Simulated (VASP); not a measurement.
Wanted: the native input for a VASP 6.6.1 run.

| Quantity | Value |
| --- | --- |
| Task | single point |
| Functional | PBE |
| Potentials or basis | VASP PAW PBE potentials, release 64 (Co) |
| Cutoff | 520 eV |
| k mesh | 18 × 18 × 17 |
| Occupations | fermi-dirac, width 0.1 eV |
| Spin | collinear spin, ferromagnetic start |
| Starting moments | [1.7] μB |
| Dipole correction | no |
| Further INCAR settings | ALGO = Normal; EDIFF = 1e-06; NBANDS = 14 |

The structure of Co lies in POSCAR:

```
Co
1.0
    2.3160101015      0.0000000000      0.0000000000
   -1.1580050508      2.0057235833      0.0000000000
    0.0000000000      0.0000000000      2.1737669262
Co
1
Direct
    0.0000000000      0.0000000000      0.0000000000
```

These files were run (other wordings do the same):

INCAR

```
SYSTEM = Co
  PREC = Accurate
  ENCUT = 520
  EDIFF = 1E-6
  ISMEAR = -1
  SIGMA = 0.1
  LREAL = .False.
  LASPH = .True.
  NELM = 150
  ALGO = Normal
  ISIF = 2
  LWAVE = .False.
  LCHARG = .True.
  ISPIN = 2
  MAGMOM = 1.7
  LORBIT = 11
  LMAXMIX = 4
  GGA = PE
  LELF = .True.
  LVHAR = .True.
  NBANDS = 14
```

KPOINTS

```
regular mesh
0
Gamma
  18 18 17
  0 0 0
```

Potentials or basis: VASP PAW PBE potentials, release 64 (Co).

Launch:

```console
$ cat potpaw_PBE.64/Co/POTCAR > POTCAR
$ mpirun -np 1 vasp_std > vasp.out
```

Results of the run:

| Item | Value |
| --- | --- |
| Pressure | 37.2 GPa |
| Net moment | 1.36 μB per cell |
| Site moments | Co +1.36 μB |
| Valence electrons inside the program's atomic spheres | Co 8.54 |

Wall time 47 s on 1 thread of Intel(R) Xeon(R) Platinum 8559C (Emerald Rapids), on a shared host, peak memory 0.18 GiB.
